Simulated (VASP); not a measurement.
Input of a VASP 6.6.1 run:

POSCAR

```
CsSnBr3
1.0
    5.8411484913      0.0000000000      0.0000000000
    0.0000000000      5.8411484913      0.0000000000
    0.0000000000      0.0000000000      5.8411484913
Cs Sn Br
1 1 3
Direct
    0.0000000000      0.0000000000      0.0000000000
    0.5000000000      0.5000000000      0.5000000000
    0.5000000000      0.5000000000      0.0000000000
    0.5000000000      0.0000000000      0.5000000000
    0.0000000000      0.5000000000      0.5000000000
```

Contents of INCAR.step1:

```
SYSTEM = CsSnBr3
ALGO = Normal ; EDIFF = 1E-5
ENCUT = 550 ; GGA = PE
GGA_COMPAT = .False. ; ISMEAR = 0
LASPH = .True. ; LCHARG = .False.
LREAL = .False. ; LWAVE = .True.
NBANDS = 30 ; NELM = 120
PREC = Accurate ; SIGMA = 0.01
```

INCAR.step2

```
SYSTEM = CsSnBr3
ALGO = Normal ; EDIFF = 1E-6
ENCUT = 550 ; GGA_COMPAT = .False.
ISIF = 2 ; ISMEAR = 0
ISTART = 1 ; LASPH = .True.
LCHARG = .True. ; LELF = .True.
LMIXTAU = .True. ; LREAL = .False.
LVHAR = .True. ; LWAVE = .False.
METAGGA = R2SCAN ; NBANDS = 30
NELM = 120 ; PREC = Accurate
SIGMA = 0.01
```

KPOINTS

```
k-points
0
Gamma
  4 4 4
  0 0 0
```

Potentials or basis: VASP PAW PBE potentials, release 64 (Cs_sv, Sn_d, Br).

Run with:

```sh
$ cat potpaw_PBE.64/Cs_sv/POTCAR potpaw_PBE.64/Sn_d/POTCAR potpaw_PBE.64/Br/POTCAR > POTCAR
$ cp INCAR.step1 INCAR
$ mpirun -np 1 vasp_std > vasp.out
$ cp INCAR.step2 INCAR
$ mpirun -np 1 vasp_std > vasp.out
```

Q: Estimate the band gap on the k mesh.

A: 0.69 eV, direct.

Q: Predict the pressure.

A: 0.0 GPa.

Caveat: the PAW data sets were made with another functional, which shifts forces and pressure a little; spin-orbit coupling is left out, which moves the levels of the heavy elements. A k mesh can miss the band edges.
